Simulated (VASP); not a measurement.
# AlNi3 (R-3m) in VASP: a series of runs, part 2 of 2

VASP 6.6.1. The steps go on from the part before.

### 3 Single point, PBEsol (11.66 Å³/atom)

Input file INCAR:

```
SYSTEM = AlNi3
ALGO = Fast
EDIFF = 1E-6
ENCUT = 520
GGA = PS
ISIF = 2
ISMEAR = 0
LASPH = .True.
LCHARG = .True.
LELF = .True.
LREAL = .False.
LVHAR = .True.
LWAVE = .False.
NBANDS = 24
NELM = 60
PREC = Accurate
SIGMA = 0.15
```

Input file KPOINTS:

```
k-points
0
Gamma
  14 14 14
  0 0 0
```

Input file POSCAR:

```
AlNi3
1.0
   -0.2042275765      2.7584548678      2.7584548678
    2.7584548678     -0.2042275765      2.7584548678
    2.7584548678      2.7584548678     -0.2042275765
Al Ni
1 3
Direct
    0.5000000000      0.5000000000      0.5000000000
    0.2500000000      0.2500000000      0.2500000000
    0.0000000000      0.0000000000      0.0000000000
    0.7500000000      0.7500000000      0.7500000000
```

Potentials or basis: VASP PAW PBE potentials, release 64 (Al, Ni).

Launch:

```console
$ cat potpaw_PBE.64/Al/POTCAR potpaw_PBE.64/Ni/POTCAR > POTCAR
$ mpirun -np 1 vasp_std > vasp.out
```

OUTCAR:

```text
SYSTEM = AlNi3
   EDIFF = 1E-6
   ENCUT = 520
   GGA = PS
   ISIF = 2
   ISMEAR = 0
   LASPH = .True.
   LREAL = .False.
   NELM = 60
   PREC = Accurate

 ion  position               nearest neighbor table
   1  0.500  0.500  0.500-   2 2.30   4 2.30   2 2.54   2 2.54   2 2.54   4 2.54   4 2.54   4 2.54
                             3 2.86   3 2.86   3 2.86   3 2.86   3 2.86   3 2.86
   2  0.250  0.250  0.250-   1 2.30   3 2.30   3 2.54   3 2.54   3 2.54   1 2.54   1 2.54   1 2.54
                             4 2.86   4 2.86   4 2.86   4 2.86   4 2.86   4 2.86
   3  0.000  0.000  0.000-   2 2.30   4 2.30   4 2.54   4 2.54   4 2.54   2 2.54   2 2.54   2 2.54
                             1 2.86   1 2.86   1 2.86   1 2.86   1 2.86   1 2.86
   4  0.750  0.750  0.750-   1 2.30   3 2.30   1 2.54   1 2.54   1 2.54   3 2.54   3 2.54   3 2.54
                             2 2.86   2 2.86   2 2.86   2 2.86   2 2.86   2 2.86

  LATTYP: Found a trigonal (rhomboedric) cell.
 ALAT       =     3.9063864912
 COS(alpha) =     0.4247987923

  Lattice vectors:

 A1 = (  -0.2042275765,   2.7584548678,   2.7584548678)
 A2 = (   2.7584548678,  -0.2042275765,   2.7584548678)
 A3 = (   2.7584548678,   2.7584548678,  -0.2042275765)

Analysis of symmetry for initial positions (statically):
=====================================================================
 Subroutine PRICEL returns:
 Original cell was already a primitive cell.

 Routine SETGRP: Setting up the symmetry group for a
 trigonal (rhombohedral) supercell.

 Subroutine GETGRP returns: Found 12 space group operations
 (whereof 12 operations were pure point group operations)
 out of a pool of 12 trial point group operations.

The static configuration has the point symmetry D_3d.

Analysis of symmetry for dynamics (positions and initial velocities):
=====================================================================
 Subroutine PRICEL returns:
[... 132 lines left out ...]
     AMIX     =   0.40;   BMIX     =  1.00
     AMIX_MAG =   1.60;   BMIX_MAG =  1.00
  volume/ion in A,a.u.               =      11.66        78.67
  Fermi-wavevector in a.u.,A,eV,Ry     =   1.458875  2.756874 28.957507  2.128317
  Thomas-Fermi vector in A             =   2.575508
   LORBIT       =      0    0 simple, 1 ext, 2 COOP (PROOUT), +10 PAW based schemes
   GGA     = PS    functional components
   LHFCALC =     F    Hartree Fock is set to
   AEXX    =    0.0000 exact exchange contribution
   IVDW    =     0    specifies the selected vdW correction
   LEPSILON=     F    determine dielectric tensor
   LRPA    =     F    only Hartree local field effects (RPA)
 non-spin polarized calculation
 RMM-DIIS sequential band-by-band and
 Gauss-broadening in eV      SIGMA  =   0.15
  energy-cutoff  :      520.00
  volume of cell :       46.63
 maximum number of plane-waves:      1275
 NGX is ok and might be reduce to    30
   NGX = 15   NGY = 15   NGZ = 15

 number of electron      33.0000014 magnetization

 Free energy of the ion-electron system (eV)
  ---------------------------------------------------
  ext. energy  EPLUGINS =         0.00000000
  ---------------------------------------------------
  free energy    TOTEN  =       -23.66075470 eV

  energy without entropy =      -23.62737710  energy(sigma->0) =      -23.64406590

 E-fermi :   9.0208     XC(G=0): -12.6413

 val. band max:        9.0152449373   @ k =  -0.3571   0.2143  -0.0000
 cond. band min:       9.0336260822   @ k =   0.5000   0.4286   0.0000
 fundamental gap:      0.0183811449
 Fermi energy:         9.0207658128

 k-point     1 :       0.0000    0.0000    0.0000
  band No.  band energies     occupation
      1      -0.7805      2.00000
      2       5.6892      2.00000
      3       5.6892      2.00000
      4       5.7182      2.00000
      5       5.7182      2.00000
      6       5.9051      2.00000
[... 637 lines left out ...]
     23      16.5361      0.00000
     24      18.1309      0.00000

 [... further k-points ...]

------------------------ aborting loop because EDIFF is reached ----------------------------------------

  FORCE on cell =-STRESS in cart. coord.  units (eV):
  Direction    XX          YY          ZZ          XY          YZ          ZX
  --------------------------------------------------------------------------------------
  -------------------------------------------------------------------------------------
  Total       -2.2818412     -2.2818412     -2.2818412      3.1933247      3.1933247      3.1933247
  in kB      -78.3992580    -78.3992580    -78.3992580    109.7159123    109.7159123    109.7159123
  external PRESSURE =     -78.3992580 kB  Pullay stress =       0.0000000 kB

 VOLUME and BASIS-vectors are now :
 -----------------------------------------------------------------------------
  energy-cutoff  :      520.00
  volume of cell :       46.63
      direct lattice vectors                 reciprocal lattice vectors
    -0.204227577  2.758454868  2.758454868    -0.162278357  0.175253599  0.175253599
     2.758454868 -0.204227577  2.758454868     0.175253599 -0.162278357  0.175253599
     2.758454868  2.758454868 -0.204227577     0.175253599  0.175253599 -0.162278357

 POSITION                                       TOTAL-FORCE (eV/Angst)
 -----------------------------------------------------------------------------------
      2.65634      2.65634      2.65634        -0.000000      0.000000     -0.000000
      1.32817      1.32817      1.32817         0.077951      0.077951      0.077951
      0.00000      0.00000      0.00000        -0.000000      0.000000     -0.000000
      3.98451      3.98451      3.98451        -0.077951     -0.077951     -0.077951
 -----------------------------------------------------------------------------------
    total drift:                                0.000000     -0.000000      0.000000

  FREE ENERGIE OF THE ION-ELECTRON SYSTEM (eV)
  ---------------------------------------------------
  free  energy   TOTEN  =       -23.6607547042 eV

  energy  without entropy=      -23.6273770960  energy(sigma->0) =      -23.64406590
```

OSZICAR:

```text
N       E                     dE             d eps       ncg     rms          rms(c)
DAV:   1     0.183952952399E+03    0.18395E+03   -0.14224E+04 13992   0.173E+03
DAV:   2    -0.187937139386E+02   -0.20275E+03   -0.19108E+03 13880   0.317E+02
DAV:   3    -0.274073497232E+02   -0.86136E+01   -0.82169E+01 16688   0.903E+01
DAV:   4    -0.275359436962E+02   -0.12859E+00   -0.12851E+00 16808   0.956E+00
DAV:   5    -0.275402642352E+02   -0.43205E-02   -0.43204E-02 17584   0.161E+00    0.186E+01
RMM:   6    -0.279618508456E+02   -0.42159E+00   -0.43290E+01 15075   0.768E+01    0.197E+01
RMM:   7    -0.238373500609E+02    0.41245E+01   -0.12136E+01 13956   0.431E+01    0.612E+00
RMM:   8    -0.240406018022E+02   -0.20325E+00   -0.74428E-01 14782   0.953E+00    0.703E+00
RMM:   9    -0.236798159035E+02    0.36079E+00   -0.23516E-01 14813   0.572E+00    0.945E-01
RMM:  10    -0.236632078296E+02    0.16608E-01   -0.38462E-02 14587   0.159E+00    0.578E-01
RMM:  11    -0.236606154020E+02    0.25924E-02   -0.10968E-02 16366   0.111E+00    0.179E-01
RMM:  12    -0.236609050776E+02   -0.28968E-03   -0.26065E-03 16293   0.517E-01    0.175E-01
RMM:  13    -0.236607208497E+02    0.18423E-03   -0.93961E-04 16601   0.293E-01    0.280E-02
RMM:  14    -0.236607494088E+02   -0.28559E-04   -0.31685E-04 18615   0.117E-01    0.137E-02
RMM:  15    -0.236607535575E+02   -0.41488E-05   -0.52267E-05 18448   0.494E-02    0.796E-03
RMM:  16    -0.236607544926E+02   -0.93502E-06   -0.11347E-05 14605   0.213E-02    0.345E-03
RMM:  17    -0.236607547042E+02   -0.21161E-06   -0.14557E-06  9169   0.102E-02
   1 F= -.23660755E+02 E0= -.23644066E+02  d E =-.333776E-01
```

Wall time 3 min (1 thread of Intel Xeon 6975P-C (Granite Rapids), shared host); peak memory 0.37 GiB.

What came out:

* Free energy: -23.6608 eV
* Pressure: -7.8 GPa
* Largest force: 0.135 eV/Å
* Band gap on the k mesh: zero (an odd number of electrons rules out a gap without spin polarisation)

Forces in eV/Å, atoms in the order of the input:
```
Al   0.000  0.000  0.000
Ni   0.078  0.078  0.078
Ni   0.000  0.000  0.000
Ni  -0.078 -0.078 -0.078
```

Caveat: the cell stands under tension; the PAW data sets were made with another functional, which shifts forces and pressure a little. Spin polarisation is off, so any magnetic state and its effect on volume and gap are missing.

### 4 Single point, PBEsol (11.66 Å³/atom)

Input file INCAR:

```
PREC = Accurate ; ENCUT = 520
EDIFF = 1E-6 ; ISMEAR = 0
SIGMA = 0.15 ; LREAL = F
LASPH = T ; NELM = 80
ALGO = Fast ; ISIF = 2
LWAVE = F ; LCHARG = F
GGA = PS ; NBANDS = 24
```

Input file KPOINTS:

```
Automatic mesh
0
Gamma
  14 14 14
```

Input file POSCAR:

```
AlNi3
1.0
    0.3577737511      3.0464542456      3.0464542456
    3.0464542456      0.3577737511      3.0464542456
    3.0464542456      3.0464542456      0.3577737511
Al Ni
1 3
Direct
    0.5000000000      0.5000000000      0.5000000000
    0.2500000000      0.2500000000      0.2500000000
    0.0000000000      0.0000000000      0.0000000000
    0.7500000000      0.7500000000      0.7500000000
```

Launch:

```console
$ cat potpaw_PBE.64/Al/POTCAR potpaw_PBE.64/Ni/POTCAR > POTCAR
$ mpirun -np 1 vasp_std > vasp.out
```

Run time: 2.3 min. Hardware: 1 thread of Intel Xeon 6975P-C (Granite Rapids), shared host; peak memory 0.39 GiB.

Results (log left out):

- Free energy: -23.3689 eV
- Pressure: -5.3 GPa
- Largest force: 0.069 eV/Å
- Band gap on the k mesh: zero (an odd number of electrons rules out a gap without spin polarisation)

Forces in eV/Å, atoms in the order of the input:
```
Al   0.000  0.000  0.000
Ni  -0.040 -0.040 -0.040
Ni   0.000  0.000  0.000
Ni   0.040  0.040  0.040
```

Stress tensor (GPa, compression positive):
```
 -5.30 -10.10 -10.10
-10.10  -5.30 -10.10
-10.10 -10.10  -5.30
```

Levels at points of the mesh, in eV from the Fermi level:
| k point | band 13 | band 14 | band 15 | band 16 | band 17 | band 18 | band 19 | band 20 |
| --- | --- | --- | --- | --- | --- | --- | --- | --- |
| (0.00, 0.00, 0.00) | -0.59 | -0.59 | -0.30 | -0.30 | 2.99 | 3.87 | 6.19 | 6.19 |
| (0.50, 0.00, 0.00) | -0.87 | -0.47 | -0.42 | -0.40 | -0.12 | 3.17 | 3.64 | 4.25 |
| (0.50, 0.50, 0.00) | -0.66 | -0.60 | -0.53 | -0.22 | -0.18 | -0.15 | -0.05 | 3.27 |
| (0.50, 0.50, 0.50) | -0.49 | -0.49 | -0.30 | -0.30 | -0.15 | 5.29 | 5.29 | 5.54 |

Caveat: the cell stands under tension; the PAW data sets were made with another functional, which shifts forces and pressure a little. Spin polarisation is off, so any magnetic state and its effect on volume and gap are missing.

### 5 Overview

```csv
cell,gap on the mesh (eV),pressure (GPa),largest force (eV/Å)
"a = 4.201 Å, angles 55.3°, 4 atoms",none,-8.5,0.07
"a = 3.906 Å, angles 64.9°, 4 atoms",none,-7.8,0.14
"a = 4.323 Å, angles 52.2°, 4 atoms",none,-5.3,0.07
```

Alike in all rows: task single point; level PBEsol; potentials or basis VASP PAW PBE potentials, release 64 (Al, Ni); no spin polarisation; k mesh 14 × 14 × 14; cutoff (eV) 520; smearing gaussian 0.15 eV.

Caveats: the cell stands under tension; the PAW data sets were made with another functional, which shifts forces and pressure a little.

Absolute energies hang on the potentials; compare differences alone.
